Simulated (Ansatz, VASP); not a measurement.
# Two plane-wave programs on ZnRe2

```
Zn Re
1.0
    -2.50432    2.50432    3.93031
     2.50432   -2.50432    3.93031
     2.50432    2.50432   -3.93031
Zn Re
2 4
Direct
  0.00000 0.00000 0.00000
  0.75000 0.25000 0.50000
  0.34873 0.34873 0.00000
  0.09873 0.59873 0.50000
  0.40127 0.90127 0.50000
  0.65127 0.65127 0.00000
```

Alike in both runs: functional PBE; k mesh 6 × 6 × 6; occupations gaussian, width 0.1 eV; no spin polarisation.

Ansatz relaxed the structure, and its values are those at the end. VASP's run is a single point on that final structure, the one shown.

|  | VASP | Ansatz |
| --- | --- | --- |
| version | VASP 6.6.1 | Ansatz 0.2.0 |
| potentials or method | VASP PAW PBE potentials, release 64 (Zn, Re_sv_GW), cutoff 560 eV | scalar-relativistic, plane waves, PAW |
| valence electrons in the cell | 84 | 84 |

```tsv
	VASP	Ansatz	Ansatz less VASP
gap on the k mesh at the Fermi level (eV)	none	none	-
pressure (GPa)	-0.6	0.1	+0.66
```

A gap of «none» marks a metal or a gap that the smearing closes. The functional is the same, so the differences come from potentials, cutoffs and numerics.

Spin-orbit coupling is off throughout.
